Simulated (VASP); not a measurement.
# ZnS (R3m) in VASP: further runs

Runs on ZnS. Level: PBEsol. Tasks: single point.

Program: VASP 6.6.1. These are calculated values, not measurements. Logs are shortened: lines on timing, memory, paths and dates and some standing lists are left out, and cuts for length are marked.

## (1) The cell of the first run

Symmetry: R3m, No. 160, trigonal system. The conventional cell has a = 3.831 Å, b = 3.831 Å, c = 28.242 Å, α = 90.00°, β = 90.00°, γ = 120.00°. Within 3.1 Å of Zn (site symmetry 3m) lie 4 S at 2.35 Å. Zn (site symmetry 3m) has 4 S at 2.35 Å within 3.1 Å. Within 3.1 Å of Zn (site symmetry 3m) lie 4 S at 2.35 Å. S (site symmetry 3m) has 4 Zn at 2.35 Å within 3.1 Å. S (site symmetry 3m) has 4 Zn at 2.35 Å within 3.1 Å. S (site symmetry 3m) has 4 Zn at 2.35 Å within 3.1 Å.

## (2) Single point, PBEsol

INCAR reads:

```
PREC     = Accurate       # precision mode
ENCUT    = 520            # plane-wave cutoff, eV
EDIFF    = 1E-7           # SCF threshold, eV
ISMEAR   = 0              # smearing method
SIGMA    = 0.01           # smearing width, eV
LREAL    = False          # projectors in reciprocal space
LASPH    = True           # aspherical terms in the spheres
NELM     = 80             # most SCF steps
ALGO     = Normal         # electronic algorithm
ISIF     = 2              # what is computed and relaxed
LWAVE    = False          # write WAVECAR
LCHARG   = False          # write CHGCAR
GGA      = PS             # functional
NBANDS   = 36             # bands
```

KPOINTS reads:

```
regular mesh
0
Gamma
  6 6 6
```

POSCAR reads:

```
ZnS
1.0
    1.9156744865      1.1060156293      9.4138832354
   -1.9156744865      1.1060156293      9.4138832354
    0.0000000000     -2.2120302519      9.4138832354
Zn S
3 3
Direct
    0.9999710000      0.9999710000      0.9999710000
    0.2222690000      0.2222690000      0.2222690000
    0.4446130000      0.4446130000      0.4446130000
    0.0832670000      0.0832670000      0.0832670000
    0.5278420000      0.5278420000      0.5278420000
    0.3053630000      0.3053630000      0.3053630000
```

Potentials or basis: VASP PAW PBE potentials, release 64 (Zn, S).

Started as:

```console
$ cat potpaw_PBE.64/Zn/POTCAR potpaw_PBE.64/S/POTCAR > POTCAR
$ mpirun -np 1 vasp_std > vasp.out
```

OUTCAR:

```text
PREC = Accurate
   ENCUT = 520
   EDIFF = 1E-7
   ISMEAR = 0
   LREAL = False
   LASPH = True
   NELM = 80
   ISIF = 2
   GGA = PS

 ion  position               nearest neighbor table
   1  1.000  1.000  1.000-   6 2.35   6 2.35   6 2.35   4 2.35
   2  0.222  0.222  0.222-   6 2.35   5 2.35   5 2.35   5 2.35
   3  0.445  0.445  0.445-   4 2.35   4 2.35   4 2.35   5 2.35
   4  0.083  0.083  0.083-   3 2.35   3 2.35   3 2.35   1 2.35
   5  0.528  0.528  0.528-   2 2.35   2 2.35   2 2.35   3 2.35
   6  0.305  0.305  0.305-   2 2.35   1 2.35   1 2.35   1 2.35

  LATTYP: Found a trigonal (rhomboedric) cell.
 ALAT       =     9.6702780146
 COS(alpha) =     0.9215133891

  Lattice vectors:

 A1 = (   1.9156744865,   1.1060156293,   9.4138832354)
 A2 = (  -1.9156744865,   1.1060156293,   9.4138832354)
 A3 = (   0.0000000000,  -2.2120302519,   9.4138832354)

Analysis of symmetry for initial positions (statically):
=====================================================================
 Subroutine PRICEL returns:
 Original cell was already a primitive cell.

 Routine SETGRP: Setting up the symmetry group for a
 trigonal (rhombohedral) supercell.

 Subroutine GETGRP returns: Found  6 space group operations
 (whereof  6 operations were pure point group operations)
 out of a pool of 12 trial point group operations.

The static configuration has the point symmetry C_3v.

Analysis of symmetry for dynamics (positions and initial velocities):
=====================================================================
 Subroutine PRICEL returns:
 Original cell was already a primitive cell.

 Routine SETGRP: Setting up the symmetry group for a
 trigonal (rhombohedral) supercell.

 Subroutine GETGRP returns: Found  6 space group operations
 (whereof  6 operations were pure point group operations)
 out of a pool of 12 trial point group operations.

The dynamic configuration has the point symmetry C_3v.

 Subroutine INISYM returns: Found  6 space group operations
 (whereof  6 operations are pure point group operations),
 and found     1 'primitive' translations

----------------------------------------------------------------------------------------

                                     Primitive cell

  volume of cell :     119.6749

  direct lattice vectors                    reciprocal lattice vectors
     1.915674486  1.106015629  9.413883235     0.261004677  0.150691105  0.035408691
    -1.915674486  1.106015629  9.413883235    -0.261004677  0.150691105  0.035408691
[... 96 lines left out ...]
   NSW    =      0    number of steps for IOM
   IBRION =     -1    ionic relax: 0-MD 1-quasi-New 2-CG
   NFREE  =      0    steps in history (QN), initial steepest desc. (CG)
   ISIF   =      2    stress and relaxation
   ISYM   =      2    0-nonsym 1-usesym 2-fastsym
   POTIM  = 0.5000    time-step for ionic-motion
   TEBEG  =    0.0;   TEEND  =   0.0 temperature during run
   PSTRESS=    0.0 pullay stress
   NELECT =      54.0000    total number of electrons
   NUPDOWN=      -1.0000    fix difference up-down
   EMIN   =  10.00;   EMAX   =-10.00  energy-range for DOS
   EFERMI =   0.00;   METHOD = LEGACY
   ISMEAR =     0;   SIGMA  =   0.01  broadening in eV -4-tet -1-fermi 0-gaus
   EFERMI_NEDOS =   21; number of points for ismear=-14 and -15
   IALGO  =     38    algorithm
   IMIX   =      4    mixing-type and parameters
     AMIX     =   0.40;   BMIX     =  1.00
     AMIX_MAG =   1.60;   BMIX_MAG =  1.00
  volume/ion in A,a.u.               =      19.95       134.60
  Fermi-wavevector in a.u.,A,eV,Ry     =   1.255659  2.372852 21.452034  1.576680
  Thomas-Fermi vector in A             =   2.389405
   LORBIT       =      0    0 simple, 1 ext, 2 COOP (PROOUT), +10 PAW based schemes
   GGA     = PS    functional components
   LHFCALC =     F    Hartree Fock is set to
   AEXX    =    0.0000 exact exchange contribution
   IVDW    =     0    specifies the selected vdW correction
   LEPSILON=     F    determine dielectric tensor
   LRPA    =     F    only Hartree local field effects (RPA)
 non-spin polarized calculation
 Gauss-broadening in eV      SIGMA  =   0.01
  energy-cutoff  :      520.00
  volume of cell :      119.67
 maximum number of plane-waves:      3246
   NGX = 35   NGY = 35   NGZ = 35

 number of electron      53.9999992 magnetization

 Free energy of the ion-electron system (eV)
  ---------------------------------------------------
  ext. energy  EPLUGINS =         0.00000000
  ---------------------------------------------------
  free energy    TOTEN  =       -22.72001625 eV

  energy without entropy =      -22.72001625  energy(sigma->0) =      -22.72001625

 E-fermi :   2.0275     XC(G=0):  -9.7926

 val. band max:        1.9259474864   @ k =   0.0000   0.0000   0.0000
 cond. band min:       3.8998187580   @ k =   0.0000   0.0000   0.0000
 fundamental gap:      1.9738712716
 Fermi energy:         2.0275464691

 k-point     1 :       0.0000    0.0000    0.0000
  band No.  band energies     occupation
      1     -11.1706      2.00000
      2     -10.5130      2.00000
      3     -10.5027      2.00000
      4      -4.4087      2.00000
      5      -4.3993      2.00000
      6      -4.3993      2.00000
[... 925 lines left out ...]
     35       9.3879      0.00000
     36      10.4850      0.00000

 [... further k-points ...]

------------------------ aborting loop because EDIFF is reached ----------------------------------------

  FORCE on cell =-STRESS in cart. coord.  units (eV):
  Direction    XX          YY          ZZ          XY          YZ          ZX
  --------------------------------------------------------------------------------------
  -------------------------------------------------------------------------------------
  Total       -1.8701447     -1.8701451     -1.8860680      0.0000000     -0.0000001      0.0000000
  in kB      -25.0370349    -25.0370400    -25.2502117      0.0000000     -0.0000009      0.0000000
  external PRESSURE =     -25.1080955 kB  Pullay stress =       0.0000000 kB

 VOLUME and BASIS-vectors are now :
 -----------------------------------------------------------------------------
  energy-cutoff  :      520.00
  volume of cell :      119.67
      direct lattice vectors                 reciprocal lattice vectors
     1.915674486  1.106015629  9.413883235     0.261004677  0.150691105  0.035408691
    -1.915674486  1.106015629  9.413883235    -0.261004677  0.150691105  0.035408691
     0.000000000 -2.212030252  9.413883235     0.000000000 -0.301382210  0.035408707

 POSITION                                       TOTAL-FORCE (eV/Angst)
 -----------------------------------------------------------------------------------
      0.00000      0.00000     28.24083         0.000000     -0.000000     -0.002782
      0.00000      0.00000      6.27724         0.000000     -0.000000     -0.002341
      0.00000      0.00000     12.55660         0.000000     -0.000000     -0.014293
      0.00000      0.00000      2.35160         0.000000      0.000000      0.007272
      0.00000      0.00000     14.90713         0.000000      0.000000      0.002066
      0.00000      0.00000      8.62395         0.000000      0.000000      0.010078
 -----------------------------------------------------------------------------------
    total drift:                                0.000000      0.000002     -0.000254

  FREE ENERGIE OF THE ION-ELECTRON SYSTEM (eV)
  ---------------------------------------------------
  free  energy   TOTEN  =       -22.7200162501 eV

  energy  without entropy=      -22.7200162501  energy(sigma->0) =      -22.72001625
```

OSZICAR:

```text
N       E                     dE             d eps       ncg     rms          rms(c)
DAV:   1     0.409389715365E+03    0.40939E+03   -0.25349E+04  2304   0.181E+03
DAV:   2     0.261926741439E+02   -0.38320E+03   -0.36819E+03  2312   0.398E+02
DAV:   3    -0.220343740510E+02   -0.48227E+02   -0.47628E+02  2588   0.135E+02
DAV:   4    -0.239046467908E+02   -0.18703E+01   -0.18634E+01  2800   0.267E+01
DAV:   5    -0.239322222736E+02   -0.27575E-01   -0.27563E-01  2772   0.328E+00    0.113E+01
DAV:   6    -0.227143798926E+02    0.12178E+01   -0.28504E+00  3272   0.428E+01    0.876E+00
DAV:   7    -0.227461755147E+02   -0.31796E-01   -0.24072E+00  2544   0.746E+00    0.355E+00
DAV:   8    -0.227206649175E+02    0.25511E-01   -0.94248E-02  3028   0.303E+00    0.883E-01
DAV:   9    -0.227196671576E+02    0.99776E-03   -0.27927E-02  3052   0.211E+00    0.269E-01
DAV:  10    -0.227198130144E+02   -0.14586E-03   -0.15463E-03  3160   0.483E-01    0.167E-01
DAV:  11    -0.227200305173E+02   -0.21750E-03   -0.47938E-04  2544   0.392E-01    0.103E-01
DAV:  12    -0.227200133780E+02    0.17139E-04   -0.16271E-04  2832   0.354E-01    0.202E-02
DAV:  13    -0.227200132771E+02    0.10091E-06   -0.29174E-05  3072   0.562E-02    0.122E-02
DAV:  14    -0.227200158493E+02   -0.25722E-05   -0.55937E-06  2532   0.324E-02    0.540E-03
DAV:  15    -0.227200162657E+02   -0.41643E-06   -0.14634E-06  2632   0.243E-02    0.313E-03
DAV:  16    -0.227200162501E+02    0.15636E-07   -0.16828E-07  1936   0.368E-03
   1 F= -.22720016E+02 E0= -.22720016E+02  d E =-.773537E-49
```

It took 12 min on 1 thread of Intel Xeon Platinum 8488C (Sapphire Rapids), shared host; peak memory 0.72 GiB.

Results:

* Free energy: -22.7200 eV
* Pressure: -2.5 GPa
* Largest force: 0.014 eV/Å
* Band gap on the k mesh: 1.97 eV

Forces in eV/Å, atoms in the order of the input:
```
Zn   0.000  0.000 -0.003
Zn   0.000  0.000 -0.002
Zn   0.000  0.000 -0.014
S    0.000  0.000  0.007
S    0.000  0.000  0.002
S    0.000  0.000  0.010
```

Caveat: the PAW data sets were made with another functional, which shifts forces and pressure a little. A k mesh can miss the band edges.

(Continued in part 2 of 2.)
